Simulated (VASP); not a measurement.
**MgO (Periclase): single point with r2SCAN**

**Measured values to compare with.**

“Electronic structure of alkaline earth and post-transition metal oxides”, 2009, arxiv:0908.1581 quotes, for a bulk crystal of MgO: band gap 7.83 eV.

MgO (Periclase):

```
Mg O
1.0
     0.00000    2.10217    2.10217
     2.10217    0.00000    2.10217
     2.10217    2.10217    0.00000
Mg O
1 1
Direct
  0.00000 0.00000 0.00000
  0.50000 0.50000 0.50000
```

| Property | Result |
| --- | --- |
| Program | VASP 6.6.1 |
| Task | single point |
| Functional | r2SCAN |
| Potentials or basis | VASP PAW PBE potentials, release 64 (Mg, O) |
| Cutoff | 520 eV |
| k mesh | 10 × 10 × 10 |
| Occupations | gaussian, width 0.01 eV |
| Spin | no spin polarisation |
| Dipole correction | no |
| Further INCAR settings | ALGO = Normal; EDIFF = 1e-06; NBANDS = 11 |

| Quantity | Value |
| --- | --- |
| Pressure | -1.1 GPa |
| Band gap on the k mesh | 5.66 eV, direct |

Levels at points of the mesh, in eV from the valence-band top:
```csv
k point,band 1,band 2,band 3,band 4,band 5,band 6,band 7,band 8
"(0.00, 0.00, 0.00)",-18.23,0.00,0.00,0.00,5.66,16.87,16.87,16.87
"(0.50, 0.00, 0.00)",-16.97,-4.64,-0.68,-0.68,8.84,13.87,17.48,17.48
"(0.50, 0.50, 0.00)",-16.72,-4.12,-1.38,-1.38,10.04,11.12,14.35,20.46
```

Wall time 28 s on 1 thread of Intel(R) Xeon(R) Platinum 8259CL CPU @ 2.50GHz (Skylake/Cascade Lake), on a shared host, peak memory 0.15 GiB.

Against the measured gap of MgO, 7.83 eV (quoted in “Electronic structure of alkaline earth and post-transition metal oxides”, 2009, arxiv:0908.1581), the calculated 5.66 eV is off by -2.17 eV. The value is that of r2SCAN, without temperature or zero-point motion.

Caveat: the PAW data sets were made with another functional, which shifts forces and pressure a little.
